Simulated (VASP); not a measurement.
Here is a VASP 6.6.1 calculation.

Contents of INCAR:

```
PREC     = Accurate       # precision mode
ENCUT    = 600            # plane-wave cutoff, eV
EDIFF    = 1E-6           # SCF threshold, eV
ISMEAR   = 0              # smearing method
SIGMA    = 0.1            # smearing width, eV
LREAL    = False          # projectors in reciprocal space
LASPH    = True           # aspherical terms in the spheres
NELM     = 80             # most SCF steps
ALGO     = Normal         # electronic algorithm
ISIF     = 4              # what is computed and relaxed
LWAVE    = False          # write WAVECAR
LCHARG   = False          # write CHGCAR
GGA      = PE             # functional
IVDW     = 12             # dispersion correction
IBRION   = 2              # ionic algorithm
NSW      = 50             # ionic steps
EDIFFG   = -0.01          # ionic threshold
```

Contents of KPOINTS:

```
regular mesh
0
Gamma
  15 15 15
```

Contents of POSCAR:

```
As
1.0
    1.8382962456      1.0613408323      3.1408347100
   -1.8382962456      1.0613408323      3.1408347100
    0.0000000000     -2.1226816645      3.1408347100
As
2
Direct
    0.7653741714      0.7653741714      0.7653741714
    0.2346258286      0.2346258286      0.2346258286
```

Potentials or basis: VASP PAW PBE potentials, release 64 (As).

The run is started by

```sh
$ cat potpaw_PBE.64/As/POTCAR > POTCAR
$ mpirun -np 1 vasp_std > vasp.out
```

**Question.** Estimate the dispersion energy per atom.

**Answer.** -0.493 eV.

**Question.** What does it give for the band gap on the k mesh?

**Answer.** Zero (bands 5 and 6 overlap by 0.61 eV).

Final structure:
```xyz
2
Lattice="1.8462 1.0659 3.1140 -1.8462 1.0659 3.1140 0.0000 -2.1318 3.1140" Properties=species:S:1:pos:R:3 pbc="T T T"
As    0.0000    0.0000    7.1313
As    0.0000    0.0000    2.2107
```
